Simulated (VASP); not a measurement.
# TcN2 (Fm-3m) in VASP: notebook

TcN2 is run at these levels: r2SCAN+D4, RPBE, PBE+D3(BJ); tasks: single point, relaxation of cell and atoms.

All numbers are computed with VASP 6.6.1; they aren't measurements. Logs are shortened: lines on timing, memory, paths and dates and some standing lists are left out, and cuts for length are marked.

## Step 1: The cell of the first run

The structure is cubic, space group Fm-3m (No. 225). Conventional cell: a = 4.825 Å, b = 4.825 Å, c = 4.825 Å, α = 90.00°, β = 90.00°, γ = 90.00°. Tc (site symmetry m-3m) has 8 N at 2.09 Å within 2.8 Å. N (site symmetry -43m) has 4 Tc at 2.09 Å and 6 N at 2.41 Å within 2.8 Å.

## Step 2: Single point, r2SCAN+D4

The input, POSCAR:

```
TcN2
1.0
    0.0000000000      2.4126446895      2.4126446895
    2.4126446895      0.0000000000      2.4126446895
    2.4126446895      2.4126446895      0.0000000000
Tc N
1 2
Direct
    0.0000000000      0.0000000000      0.0000000000
    0.7500000000      0.7500000000      0.7500000000
    0.2500000000      0.2500000000      0.2500000000
```

The input, INCAR.step1:

```
  PREC = Accurate
  ENCUT = 520
  ISMEAR = -1
  SIGMA = 0.05
  LREAL = F
  LASPH = T
  NELM = 80
  NBANDS = 18
  GGA = PE
  ALGO = Normal
  EDIFF = 1E-4
  LWAVE = T
  LCHARG = F
```

The input, INCAR.step2:

```
  PREC = Accurate
  ENCUT = 520
  EDIFF = 1E-7
  ISMEAR = -1
  SIGMA = 0.05
  LREAL = F
  LASPH = T
  NELM = 80
  ALGO = Normal
  ISIF = 2
  LWAVE = F
  LCHARG = F
  METAGGA = R2SCAN
  LMIXTAU = T
  IVDW = 13
  VDW_S6 = 1.0
  VDW_S8 = 0.6018749
  VDW_A1 = 0.51559235
  VDW_A2 = 5.77342911
  NBANDS = 18
  ISTART = 1
```

The input, KPOINTS:

```
regular mesh
0
Gamma
  10 10 10
```

Potentials or basis: VASP PAW PBE potentials, release 64 (Tc_pv, N).

Started as:

```
$ cat potpaw_PBE.64/Tc_pv/POTCAR potpaw_PBE.64/N/POTCAR > POTCAR
$ cp INCAR.step1 INCAR
$ mpirun -np 1 vasp_std > vasp.out
$ cp INCAR.step2 INCAR
$ mpirun -np 1 vasp_std > vasp.out
```

OUTCAR:

```text
PREC = Accurate
   ENCUT = 520
   EDIFF = 1E-7
   ISMEAR = -1
   LREAL = F
   LASPH = T
   NELM = 80
   ISIF = 2
   METAGGA = R2SCAN
   IVDW = 13
   ISTART = 1

 ion  position               nearest neighbor table
   1  0.000  0.000  0.000-   2 2.09   2 2.09   2 2.09   3 2.09   3 2.09   3 2.09   3 2.09   2 2.09

   2  0.750  0.750  0.750-   1 2.09   1 2.09   1 2.09   1 2.09
   3  0.250  0.250  0.250-   1 2.09   1 2.09   1 2.09   1 2.09

  LATTYP: Found a face centered cubic cell.
 ALAT       =     4.8252893790

  Lattice vectors:

 A1 = (   0.0000000000,   2.4126446895,   2.4126446895)
 A2 = (   2.4126446895,   0.0000000000,   2.4126446895)
 A3 = (   2.4126446895,   2.4126446895,   0.0000000000)

Analysis of symmetry for initial positions (statically):
=====================================================================
 Subroutine PRICEL returns:
 Original cell was already a primitive cell.

 Routine SETGRP: Setting up the symmetry group for a
 face centered cubic supercell.

 Subroutine GETGRP returns: Found 48 space group operations
 (whereof 48 operations were pure point group operations)
 out of a pool of 48 trial point group operations.

The static configuration has the point symmetry O_h .

Analysis of symmetry for dynamics (positions and initial velocities):
=====================================================================
 Subroutine PRICEL returns:
 Original cell was already a primitive cell.

 Routine SETGRP: Setting up the symmetry group for a
 face centered cubic supercell.

 Subroutine GETGRP returns: Found 48 space group operations
 (whereof 48 operations were pure point group operations)
 out of a pool of 48 trial point group operations.

The dynamic configuration has the point symmetry O_h .

 Subroutine INISYM returns: Found 48 space group operations
 (whereof 48 operations are pure point group operations),
 and found     1 'primitive' translations

----------------------------------------------------------------------------------------

                                     Primitive cell

  volume of cell :      28.0873

  direct lattice vectors                    reciprocal lattice vectors
     0.000000000  2.412644689  2.412644689    -0.207241457  0.207241457  0.207241457
     2.412644689  0.000000000  2.412644689     0.207241457 -0.207241457  0.207241457
     2.412644689  2.412644689  0.000000000     0.207241457  0.207241457 -0.207241457

  length of vectors
     3.411994841  3.411994841  3.411994841     0.358952732  0.358952732  0.358952732

[... 83 lines left out ...]
   LREAL  =      F    real-space projection
   EDIFFG = 0.1E-05   stopping-criterion for IOM
   NSW    =      0    number of steps for IOM
   IBRION =     -1    ionic relax: 0-MD 1-quasi-New 2-CG
   NFREE  =      0    steps in history (QN), initial steepest desc. (CG)
   ISIF   =      2    stress and relaxation
   ISYM   =      2    0-nonsym 1-usesym 2-fastsym
   POTIM  = 0.5000    time-step for ionic-motion
   TEBEG  =    0.0;   TEEND  =   0.0 temperature during run
   PSTRESS=    0.0 pullay stress
   NELECT =      23.0000    total number of electrons
   NUPDOWN=      -1.0000    fix difference up-down
   EMIN   =  10.00;   EMAX   =-10.00  energy-range for DOS
   EFERMI =   0.00;   METHOD = LEGACY
   ISMEAR =    -1;   SIGMA  =   0.05  broadening in eV -4-tet -1-fermi 0-gaus
   EFERMI_NEDOS =   21; number of points for ismear=-14 and -15
   IALGO  =     38    algorithm
   IMIX   =      4    mixing-type and parameters
     AMIX     =   0.40;   BMIX     =  1.00
     AMIX_MAG =   1.60;   BMIX_MAG =  1.00
  volume/ion in A,a.u.               =       9.36        63.18
  Fermi-wavevector in a.u.,A,eV,Ry     =   1.531607  2.894318 31.916829  2.345821
  Thomas-Fermi vector in A             =   2.638928
   LORBIT       =      0    0 simple, 1 ext, 2 COOP (PROOUT), +10 PAW based schemes
   METAGGA = R2SCAN    functional components
   LHFCALC =     F    Hartree Fock is set to
   AEXX    =    0.0000 exact exchange contribution
   IVDW    =    13    specifies the selected vdW correction
   LEPSILON=     F    determine dielectric tensor
   LRPA    =     F    only Hartree local field effects (RPA)
 non-spin polarized calculation
  energy-cutoff  :      520.00
  volume of cell :       28.09
 maximum number of plane-waves:       769
 NGX is ok and might be reduce to    28
   NGX = 13   NGY = 13   NGZ = 13

 number of electron      23.0000003 magnetization

 Free energy of the ion-electron system (eV)
  ---------------------------------------------------
  ext. energy  EPLUGINS =         0.00000000
  ---------------------------------------------------
  free energy    TOTEN  =       -42.05520120 eV

  energy without entropy =      -42.02804266  energy(sigma->0) =      -42.04162193

 E-fermi :   9.3737     XC(G=0): -13.9755

 val. band max:        9.3646515801   @ k =  -0.1000   0.1000   0.0000
 cond. band min:       9.3747968224   @ k =  -0.3000   0.5000   0.2000
 fundamental gap:      0.0101452423
 Fermi energy:         9.3736793023

 k-point     1 :       0.0000    0.0000    0.0000
  band No.  band energies     occupation
      1     -31.6080      2.00000
      2     -31.6080      2.00000
      3     -31.6080      2.00000
      4      -8.8717      2.00000
      5      -2.7235      2.00000
      6       1.7318      2.00000
[... 481 lines left out ...]
      5      -5.4282      2.00000
      6       2.2969      2.00000
[... 10 lines left out ...]
     17      20.4934      0.00000
     18      25.0484      0.00000

 [... further k-points ...]

------------------------ aborting loop because EDIFF is reached ----------------------------------------

  DFT-D4 for vdW energy calculation

  Edisp (eV):   -0.43066

  FORCE on cell =-STRESS in cart. coord.  units (eV):
  Direction    XX          YY          ZZ          XY          YZ          ZX
  --------------------------------------------------------------------------------------
  -------------------------------------------------------------------------------------
  Total       0.01520     0.01520     0.01520     0.00000     0.00000    -0.00000
  in kB       0.86698     0.86698     0.86698     0.00000     0.00000    -0.00000
  external pressure =        0.87 kB  Pullay stress =        0.00 kB

 VOLUME and BASIS-vectors are now :
 -----------------------------------------------------------------------------
  energy-cutoff  :      520.00
  volume of cell :       28.09
      direct lattice vectors                 reciprocal lattice vectors
     0.000000000  2.412644689  2.412644689    -0.207241457  0.207241457  0.207241457
     2.412644689  0.000000000  2.412644689     0.207241457 -0.207241457  0.207241457
     2.412644689  2.412644689  0.000000000     0.207241457  0.207241457 -0.207241457

 POSITION                                       TOTAL-FORCE (eV/Angst)
 -----------------------------------------------------------------------------------
      0.00000      0.00000      0.00000         0.000000      0.000000      0.000000
      3.61897      3.61897      3.61897        -0.000000     -0.000000     -0.000000
      1.20632      1.20632      1.20632         0.000000      0.000000      0.000000
 -----------------------------------------------------------------------------------
    total drift:                               -0.000000     -0.000000      0.000000

  FREE ENERGIE OF THE ION-ELECTRON SYSTEM (eV)
  ---------------------------------------------------
  free  energy   TOTEN  =       -42.4858566231 eV

  energy  without entropy=      -42.4586980817  energy(sigma->0) =      -42.47227735
```

OSZICAR.step1:

```text
N       E                     dE             d eps       ncg     rms          rms(c)
DAV:   1     0.206928270614E+03    0.20693E+03   -0.13348E+04  1700   0.125E+03
DAV:   2    -0.240187246189E+02   -0.23095E+03   -0.22598E+03  2006   0.364E+02
DAV:   3    -0.322772149383E+02   -0.82585E+01   -0.81809E+01  1842   0.761E+01
DAV:   4    -0.323394061986E+02   -0.62191E-01   -0.62159E-01  1872   0.723E+00
DAV:   5    -0.323398352935E+02   -0.42909E-03   -0.42908E-03  1798   0.576E-01    0.313E+01
DAV:   6    -0.308578611682E+02    0.14820E+01   -0.12903E+02  1740   0.614E+01    0.195E+01
DAV:   7    -0.247708282137E+02    0.60870E+01   -0.34008E+01  1716   0.409E+01    0.877E+00
DAV:   8    -0.246634629865E+02    0.10737E+00   -0.12853E+00  1728   0.826E+00    0.392E+00
DAV:   9    -0.246605772367E+02    0.28857E-02   -0.45017E-02  1822   0.181E+00    0.579E-01
DAV:  10    -0.246572341338E+02    0.33431E-02   -0.13234E-02  1748   0.851E-01    0.193E-01
DAV:  11    -0.246574263253E+02   -0.19219E-03   -0.34134E-03  1896   0.318E-01    0.214E-01
DAV:  12    -0.246569147319E+02    0.51159E-03   -0.20090E-03  1666   0.291E-01    0.363E-02
DAV:  13    -0.246569130682E+02    0.16638E-05   -0.28453E-05   954   0.483E-02
   1 F= -.24656913E+02 E0= -.24642819E+02  d E =-.281881E-01
```

Wall time 94 s (1 thread of AMD EPYC 9R14 (Zen 4), shared host); peak memory 0.14 GiB.

What came out:

```yaml
Free_energy: -42.4859 eV
Pressure: 0.1 GPa
Band_gap_on_the_k_mesh: zero (an odd number of electrons rules out a gap without spin polarisation)
Dispersion_energy_per_atom: -0.144 eV
```

Caveat: the PAW data sets were made with another functional, which shifts forces and pressure a little; an odd number of electrons without spin polarisation forces a metal; a magnetic or distorted state may lie lower.

## Step 3: Relaxation of cell and atoms, RPBE

This run uses another cell than the first one, of 9.74 Å³/atom.

The input, INCAR:

```
SYSTEM = TcN2
PREC     = Accurate       ! precision mode
ENCUT    = 600            ! plane-wave cutoff, eV
EDIFF    = 1E-6           ! SCF threshold, eV
ISMEAR   = -1             ! smearing method
SIGMA    = 0.05           ! smearing width, eV
LREAL    = .False.        ! projectors in reciprocal space
LASPH    = .True.         ! aspherical terms in the spheres
NELM     = 60             ! most SCF steps
ALGO     = Normal         ! electronic algorithm
ISIF     = 3              ! what is computed and relaxed
LWAVE    = .False.        ! write WAVECAR
LCHARG   = .False.        ! write CHGCAR
GGA      = RP             ! functional
IBRION   = 2              ! ionic algorithm
NSW      = 80             ! ionic steps
EDIFFG   = -0.005         ! ionic threshold
```

The input, KPOINTS:

```
regular mesh
0
Gamma
  10 10 10
  0 0 0
```

The input, POSCAR:

```
TcN2
1.0
    0.0000000000      2.4445500000      2.4445500000
    2.4445500000      0.0000000000      2.4445500000
    2.4445500000      2.4445500000      0.0000000000
Tc N
1 2
Direct
    0.0000000000      0.0000000000      0.0000000000
    0.7500000000      0.7500000000      0.7500000000
    0.2500000000      0.2500000000      0.2500000000
```

Potentials or basis: VASP PAW PBE potentials, release 64 (Tc_pv, N).

Started as:

```
$ cat potpaw_PBE.64/Tc_pv/POTCAR potpaw_PBE.64/N/POTCAR > POTCAR
$ mpirun -np 1 vasp_std > vasp.out
```

OUTCAR:

```text
SYSTEM = TcN2
   PREC = Accurate
   ENCUT = 600
   EDIFF = 1E-6
   ISMEAR = -1
   LREAL = .False.
   LASPH = .True.
   NELM = 60
   ISIF = 3
   GGA = RP
   IBRION = 2
   NSW = 80
   EDIFFG = -0.005

 ion  position               nearest neighbor table
   1  0.000  0.000  0.000-   2 2.12   2 2.12   2 2.12   2 2.12   3 2.12   3 2.12   3 2.12   3 2.12

   2  0.750  0.750  0.750-   1 2.12   1 2.12   1 2.12   1 2.12
   3  0.250  0.250  0.250-   1 2.12   1 2.12   1 2.12   1 2.12

  LATTYP: Found a face centered cubic cell.
 ALAT       =     4.8891000000

  Lattice vectors:

 A1 = (   0.0000000000,   2.4445500000,   2.4445500000)
 A2 = (   2.4445500000,   0.0000000000,   2.4445500000)
 A3 = (   2.4445500000,   2.4445500000,   0.0000000000)

Analysis of symmetry for initial positions (statically):
=====================================================================
 Subroutine PRICEL returns:
 Original cell was already a primitive cell.

 Routine SETGRP: Setting up the symmetry group for a
 face centered cubic supercell.

 Subroutine GETGRP returns: Found 48 space group operations
 (whereof 48 operations were pure point group operations)
 out of a pool of 48 trial point group operations.

The static configuration has the point symmetry O_h .

Analysis of symmetry for dynamics (positions and initial velocities):
=====================================================================
 Subroutine PRICEL returns:
 Original cell was already a primitive cell.

[... 236 lines left out ...]
  ---------------------------------------------------
  free energy    TOTEN  =       -23.12527762 eV

  energy without entropy =      -23.09629321  energy(sigma->0) =      -23.11078542

 E-fermi :   9.0137     XC(G=0): -12.6724

 val. band max:        9.0128965456   @ k =   0.5000   0.1000   0.0000
 cond. band min:       9.0138043229   @ k =  -0.1000   0.1000   0.0000
 fundamental gap:      0.0009077774
 Fermi energy:         9.0136713909

 k-point     1 :       0.0000    0.0000    0.0000
  band No.  band energies     occupation
      1     -30.5883      2.00000
      2     -30.5883      2.00000
      3     -30.5883      2.00000
      4      -7.9985      2.00000
      5      -2.2647      2.00000
      6       2.0179      2.00000
      7       2.0179      2.00000
      8       2.0179      2.00000
      9       7.8865      2.00000
     10       7.8865      2.00000
     11       9.2386      0.02202
     12       9.2386      0.02202
     13       9.2386      0.02202
     14      15.1805      0.00000
[... 401 lines left out ...]
      2     -30.6400      2.00000
      3     -30.6344      2.00000
      4      -5.9036      2.00000
      5      -4.7240      2.00000
      6       2.4757      2.00000
      7       3.6033      2.00000
      8       3.7024      2.00000
      9       7.3896      2.00000
     10       7.4971      2.00000
     11       7.7978      2.00000
     12       8.6200      1.99924
     13       9.8059      0.00000
     14      13.1060      0.00000
     15      13.5962      0.00000

 [... further k-points ...]

------------------------ aborting loop because EDIFF is reached ----------------------------------------

  FORCE on cell =-STRESS in cart. coord.  units (eV):
  Direction    XX          YY          ZZ          XY          YZ          ZX
  --------------------------------------------------------------------------------------
  -------------------------------------------------------------------------------------
  Total        0.0061602      0.0061602      0.0061602     -0.0000000     -0.0000000      0.0000000
  in kB        0.3387548      0.3387548      0.3387548     -0.0000000     -0.0000000      0.0000000
  external PRESSURE =       0.3387548 kB  Pullay stress =       0.0000000 kB
[... 18 lines left out ...]
  FREE ENERGIE OF THE ION-ELECTRON SYSTEM (eV)
  ---------------------------------------------------
  free  energy   TOTEN  =       -23.1252776213 eV

  energy  without entropy=      -23.0962932094  energy(sigma->0) =      -23.11078542

 reached required accuracy - stopping structural energy minimisation
```

OSZICAR:

```text
N       E                     dE             d eps       ncg     rms          rms(c)
DAV:   1     0.230411970371E+03    0.23041E+03   -0.14530E+04  1410   0.166E+03
DAV:   2    -0.200691404374E+02   -0.25048E+03   -0.24802E+03  1753   0.440E+02
DAV:   3    -0.304785113324E+02   -0.10409E+02   -0.10358E+02  1564   0.990E+01
[... 26 lines left out ...]
DAV:   3    -0.231254599309E+02    0.10760E-01   -0.50641E-02  1544   0.143E+00    0.138E-01
DAV:   4    -0.231252698566E+02    0.19007E-03   -0.21408E-03  1501   0.471E-01    0.506E-02
DAV:   5    -0.231252741115E+02   -0.42549E-05   -0.39445E-05  1550   0.587E-02    0.237E-02
DAV:   6    -0.231252779862E+02   -0.38748E-05   -0.10597E-05  1501   0.278E-02    0.621E-03
DAV:   7    -0.231252776213E+02    0.36499E-06   -0.72212E-07   733   0.649E-03
   3 F= -.23125278E+02 E0= -.23110785E+02  d E =-.198158E-03
```

CONTCAR:

```text
TcN2
   1.00000000000000
    -0.0000000000000000    2.4422898392157921    2.4422898392157921
     2.4422898392157921    0.0000000000000000    2.4422898392157921
     2.4422898392157921    2.4422898392157921    0.0000000000000000
  Tc              N
     1     2
Direct
     0.0000000000000000    0.0000000000000000    0.0000000000000000
     0.7500000000000000    0.7500000000000000    0.7500000000000000
     0.2500000000000000    0.2500000000000000    0.2500000000000000

  0.00000000E+00  0.00000000E+00  0.00000000E+00
  0.00000000E+00  0.00000000E+00  0.00000000E+00
  0.00000000E+00  0.00000000E+00  0.00000000E+00
```

Run time: 37 s. Hardware: 1 thread of AMD EPYC 9R14 (Zen 4), shared host; peak memory 0.15 GiB.

What came out:

```yaml
Free_energy: -23.1253 eV
Relaxed_volume: 9.71 Å³/atom
Relaxed_cell: a = 3.454 Å, b = 3.454 Å, c = 3.454 Å, α = 60.00°, β = 60.00°, γ = 60.00°
Space_group_after_relaxing_to_0.1_Å: Fm-3m (No. 225)
Energy_gained_by_relaxing: 0.1 meV/atom
Ionic_steps: 3
Pressure_after_relaxing: 0.0 GPa
Band_gap_on_the_k_mesh: zero (an odd number of electrons rules out a gap without spin polarisation)
```

Step by step:
```tsv
step	energy change (eV)	largest force (eV/Å)	pressure (GPa)	volume (Å³)
1	0.0000	0.0000	-0.78	29.22
2	0.0002	0.0000	1.18	29.02
3	-0.0002	0.0000	0.03	29.14
```

Final structure:
```
Tc N
1.0
     0.00000    2.44229    2.44229
     2.44229    0.00000    2.44229
     2.44229    2.44229    0.00000
Tc N
1 2
Cartesian
  0.0000 0.0000 0.0000
  3.6634 3.6634 3.6634
  1.2211 1.2211 1.2211
```

Caveat: the PAW data sets were made with another functional, which shifts forces and pressure a little; an odd number of electrons without spin polarisation forces a metal; a magnetic or distorted state may lie lower.

[end of part 1 of 2]
